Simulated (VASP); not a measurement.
# Se (Cmmm) in VASP: further runs, part 2 of 2

VASP 6.6.1.

**4. Single point, PBE+D3(BJ) (strain +0.0250 x Voigt [0, 0, 0, 1, 0, 0])**

Input file INCAR:

```
PREC = Accurate
ENCUT = 520
EDIFF = 1E-7
ISMEAR = 0
SIGMA = 0.15
LREAL = F
LASPH = T
NELM = 100
ALGO = Normal
ISIF = 2
LWAVE = F
LCHARG = T
GGA = PE
IVDW = 12
LELF = T
LVHAR = T
NBANDS = 9
```

Input file KPOINTS:

```
Automatic mesh
0
Gamma
  16 16 16
```

Input file POSCAR:

```
Se
1.0
    2.8105630200      0.0000000000      0.0000000000
    0.0000000000      2.8105630200      0.0351320378
    0.0000000000      0.0351320378      2.8105630200
Se
1
Direct
    0.0000000000      0.0000000000      0.0000000000
```

Potentials or basis: VASP PAW PBE potentials, release 64 (Se).

Run with:

```sh
$ cat potpaw_PBE.64/Se/POTCAR > POTCAR
$ mpirun -np 1 vasp_std > vasp.out
```

OUTCAR:

```text
PREC = Accurate
   ENCUT = 520
   EDIFF = 1E-7
   ISMEAR = 0
   LREAL = F
   LASPH = T
   NELM = 100
   ISIF = 2
   GGA = PE
   IVDW = 12
 IVDW          = 12

 ion  position               nearest neighbor table
   1  0.000  0.000  0.000-

  LATTYP: Found a base centered orthorhombic cell.
 ALAT       =     3.9250521365
 B/A-ratio  =     1.0253164557
 C/A-ratio  =     0.7160574999

  Lattice vectors:

 A1 = (   0.0000000000,  -0.0351320378,  -2.8105630200)
 A2 = (   0.0000000000,   2.8105630200,   0.0351320378)
 A3 = (   2.8105630200,   0.0000000000,   0.0000000000)

Analysis of symmetry for initial positions (statically):
=====================================================================
 Subroutine PRICEL returns:
 Original cell was already a primitive cell.

 Routine SETGRP: Setting up the symmetry group for a
 base centered orthorhombic supercell.

 Subroutine GETGRP returns: Found  8 space group operations
 (whereof  8 operations were pure point group operations)
 out of a pool of  8 trial point group operations.

The static configuration has the point symmetry D_2h.

Analysis of symmetry for dynamics (positions and initial velocities):
[... 162 lines left out ...]
 fundamental gap:      0.0137025769
 Fermi energy:         4.8433663934

 k-point     1 :       0.0000    0.0000    0.0000
  band No.  band energies     occupation
      1     -11.2819      2.00000
      2       6.2703      0.00000
      3       6.3326      0.00000
      4       6.4024      0.00000
      5      12.6494      0.00000
      6      12.6576      0.00000
      7      12.8787      0.00000
      8      27.1823      0.00000
      9      27.2188      0.00000
[... 265 lines left out ...]
 k-point    24 :       0.3125    0.1250    0.0000
  band No.  band energies     occupation
      1      -9.7935      2.00000
      2       0.1182      2.00000
      3       5.3788      0.00000
      4       7.4354      0.00000
      5      14.3761      0.00000
      6      15.6496      0.00000
      7      17.8295      0.00000
      8      20.4351      0.00000
      9      21.1973      0.00000

 [... further k-points ...]

------------------------ aborting loop because EDIFF is reached ----------------------------------------

 Edisp (eV)   -0.39533

 E8    (eV) :    -0.1634

  FORCE on cell =-STRESS in cart. coord.  units (eV):
  Direction    XX          YY          ZZ          XY          YZ          ZX
  --------------------------------------------------------------------------------------
  -------------------------------------------------------------------------------------
  Total      -0.18678    -0.18642    -0.18642     0.00000    -0.03183     0.00000
  in kB     -13.48087   -13.45552   -13.45552     0.00000    -2.29725     0.00000
  external pressure =      -13.46 kB  Pullay stress =        0.00 kB

 VOLUME and BASIS-vectors are now :
 -----------------------------------------------------------------------------
  energy-cutoff  :      520.00
  volume of cell :       22.20
      direct lattice vectors                 reciprocal lattice vectors
     2.810563020  0.000000000  0.000000000     0.355800597  0.000000000  0.000000000
     0.000000000  2.810563020  0.035132038     0.000000000  0.355856199 -0.004448202
     0.000000000  0.035132038  2.810563020     0.000000000 -0.004448202  0.355856199

 POSITION                                       TOTAL-FORCE (eV/Angst)
 -----------------------------------------------------------------------------------
      0.00000      0.00000      0.00000         0.000000     -0.000000      0.000000
 -----------------------------------------------------------------------------------
    total drift:                               -0.000000      0.000000      0.000000

  FREE ENERGIE OF THE ION-ELECTRON SYSTEM (eV)
  ---------------------------------------------------
  free  energy   TOTEN  =        -3.7232735468 eV

  energy  without entropy=       -3.7176737111  energy(sigma->0) =       -3.72047363
```

It took 34 s on 1 thread of Intel Xeon Platinum 8559C (Emerald Rapids), shared host; peak memory 0.25 GiB.

Results:

```yaml
Free_energy: -3.7233 eV
Pressure: -1.3 GPa
Band_gap_on_the_k_mesh: zero (band 3 reaches 7.78 eV, above the bottom of band 4 at 1.66 eV)
Dispersion_energy_per_atom: -0.395 eV
```

Levels at points of the mesh, in eV from the Fermi level:
| k point | band 1 | band 2 | band 3 | band 4 | band 5 | band 6 | band 7 | band 8 |
| --- | --- | --- | --- | --- | --- | --- | --- | --- |
| (0.00, 0.00, 0.00) | -16.13 | 1.43 | 1.49 | 1.56 | 7.81 | 7.81 | 8.04 | 22.34 |
| (0.50, 0.00, 0.00) | -14.00 | -7.03 | 2.89 | 3.02 | 10.00 | 11.76 | 12.68 | 13.60 |
| (0.00, 0.50, 0.00) | -14.00 | -7.03 | 2.94 | 2.95 | 9.98 | 11.71 | 12.69 | 13.65 |
| (0.50, 0.50, 0.00) | -11.88 | -5.06 | -5.06 | 2.92 | 4.26 | 13.51 | 15.86 | 15.95 |
| (0.00, 0.50, 0.50) | -11.88 | -5.20 | -4.91 | 2.93 | 4.27 | 13.56 | 15.73 | 16.03 |
| (0.50, 0.50, 0.50) | -9.71 | -3.45 | -3.32 | -3.18 | 5.69 | 5.87 | 6.05 | 9.99 |

Caveat: the cell differs from its parent crystal (strain +0.0250 x Voigt [0, 0, 0, 1, 0, 0]); pairwise dispersion overbinds metals, which lowers pressure and volume.

**5. Single point, PBE+D3(BJ) (strain +0.0150 x Voigt [0, 0, 0, 1, 0, 0])**

Input file INCAR:

```
ALGO = Normal
EDIFF = 1E-6
ENCUT = 520
GGA = PE
ISIF = 2
ISMEAR = 0
IVDW = 12
LASPH = True
LCHARG = True
LELF = True
LREAL = False
LVHAR = True
LWAVE = False
NBANDS = 9
NELM = 80
PREC = Accurate
SIGMA = 0.15
```

Input file KPOINTS:

```
k-points
0
Gamma
  16 16 16
```

Input file POSCAR:

```
Se
1.0
    2.8105630200      0.0000000000      0.0000000000
    0.0000000000      2.8105630200      0.0210792226
    0.0000000000      0.0210792226      2.8105630200
Se
1
Direct
    0.0000000000      0.0000000000      0.0000000000
```

Run with:

```sh
$ cat potpaw_PBE.64/Se/POTCAR > POTCAR
$ mpirun -np 1 vasp_std > vasp.out
```

Run time: 32 s. Hardware: 1 thread of Intel Xeon Platinum 8559C (Emerald Rapids), shared host; peak memory 0.25 GiB.

The run converged. Its results:

| Property | Result |
| --- | --- |
| Free energy | -3.7235 eV |
| Pressure | -1.3 GPa |
| Band gap on the k mesh | zero (band 3 reaches 7.79 eV, above the bottom of band 4 at 1.61 eV) |
| Dispersion energy per atom | -0.395 eV |

Stress tensor (GPa, compression positive):
```
-1.34  0.00  0.00
 0.00 -1.34 -0.14
 0.00 -0.14 -1.34
```

Levels at points of the mesh, in eV from the Fermi level:
```tsv
k point	band 1	band 2	band 3	band 4	band 5	band 6	band 7	band 8
(0.00, 0.00, 0.00)	-16.13	1.45	1.49	1.53	7.80	7.81	8.03	22.39
(0.50, 0.00, 0.00)	-14.00	-7.03	2.91	2.99	10.00	11.75	12.68	13.62
(0.00, 0.50, 0.00)	-14.00	-7.03	2.94	2.95	9.99	11.74	12.68	13.65
(0.50, 0.50, 0.00)	-11.88	-5.06	-5.06	2.92	4.27	13.54	15.87	15.90
(0.00, 0.50, 0.50)	-11.88	-5.14	-4.97	2.92	4.27	13.56	15.79	15.97
(0.50, 0.50, 0.50)	-9.71	-3.40	-3.32	-3.24	5.76	5.86	5.97	9.99
```

Caveat: the cell differs from its parent crystal (strain +0.0150 x Voigt [0, 0, 0, 1, 0, 0]); pairwise dispersion overbinds metals, which lowers pressure and volume.

**6. Single point, PBE+D3(BJ) (strain +0.0050 x Voigt [0, 0, 0, 1, 0, 0])**

Input file INCAR:

```
SYSTEM = Se
  PREC = Accurate
  ENCUT = 520
  EDIFF = 1E-6
  ISMEAR = 0
  SIGMA = 0.15
  LREAL = .False.
  LASPH = .True.
  NELM = 80
  ALGO = Normal
  ISIF = 2
  LWAVE = .False.
  LCHARG = .False.
  GGA = PE
  IVDW = 12
  NBANDS = 9
```

Input file KPOINTS:

```
Automatic mesh
0
Gamma
  16 16 16
  0 0 0
```

Input file POSCAR:

```
Se
1.0
    2.8105630200      0.0000000000      0.0000000000
    0.0000000000      2.8105630200      0.0070264076
    0.0000000000      0.0070264076      2.8105630200
Se
1
Direct
    0.0000000000      0.0000000000      0.0000000000
```

Potentials or basis: VASP PAW PBE potentials, release 64 (Se).

Run with:

```sh
$ cat potpaw_PBE.64/Se/POTCAR > POTCAR
$ mpirun -np 1 vasp_std > vasp.out
```

Wall time 34 s (1 thread of Intel Xeon Platinum 8559C (Emerald Rapids), shared host); peak memory 0.24 GiB.

It converged, with:

```yaml
Free_energy: -3.7236 eV
Pressure: -1.3 GPa
Band_gap_on_the_k_mesh: zero (band 3 reaches 7.79 eV, above the bottom of band 4 at 1.55 eV)
Dispersion_energy_per_atom: -0.395 eV
```

Levels at points of the mesh, in eV from the Fermi level:
| k point | band 1 | band 2 | band 3 | band 4 | band 5 | band 6 |
| --- | --- | --- | --- | --- | --- | --- |
| (0.00, 0.00, 0.00) | -16.13 | 1.47 | 1.49 | 1.50 | 7.80 | 7.80 |
| (0.50, 0.00, 0.00) | -14.00 | -7.03 | 2.93 | 2.96 | 9.99 | 11.75 |
| (0.00, 0.50, 0.00) | -14.00 | -7.03 | 2.95 | 2.95 | 9.99 | 11.75 |
| (0.50, 0.50, 0.00) | -11.88 | -5.06 | -5.06 | 2.92 | 4.27 | 13.56 |
| (0.00, 0.50, 0.50) | -11.88 | -5.09 | -5.03 | 2.92 | 4.27 | 13.56 |
| (0.50, 0.50, 0.50) | -9.71 | -3.35 | -3.32 | -3.29 | 5.83 | 5.86 |

Caveat: the cell differs from its parent crystal (strain +0.0050 x Voigt [0, 0, 0, 1, 0, 0]); pairwise dispersion overbinds metals, which lowers pressure and volume.

**7. Summary**

| cell | gap on the mesh (eV) | pressure (GPa) |
| --- | --- | --- |
| a = 2.811 Å, angles 88.3, 90.0, 90.0°, 1 atom | none | -1.3 |
| a = 2.811 Å, angles 91.1, 90.0, 90.0°, 1 atom | none | -1.3 |
| a = 2.811 Å, angles 88.6, 90.0, 90.0°, 1 atom | none | -1.3 |
| a = 2.811 Å, angles 89.1, 90.0, 90.0°, 1 atom | none | -1.3 |
| a = 2.811 Å, angles 89.7, 90.0, 90.0°, 1 atom | none | -1.3 |

Alike in all rows: task single point; level PBE+D3(BJ); potentials or basis VASP PAW PBE potentials, release 64 (Se); no spin polarisation; k mesh 16 × 16 × 16; cutoff (eV) 520; smearing gaussian 0.15 eV.

Caveats: pairwise dispersion overbinds metals, which lowers pressure and volume.

Total energies depend on the potentials used, so only differences within one code and one set of settings carry meaning.
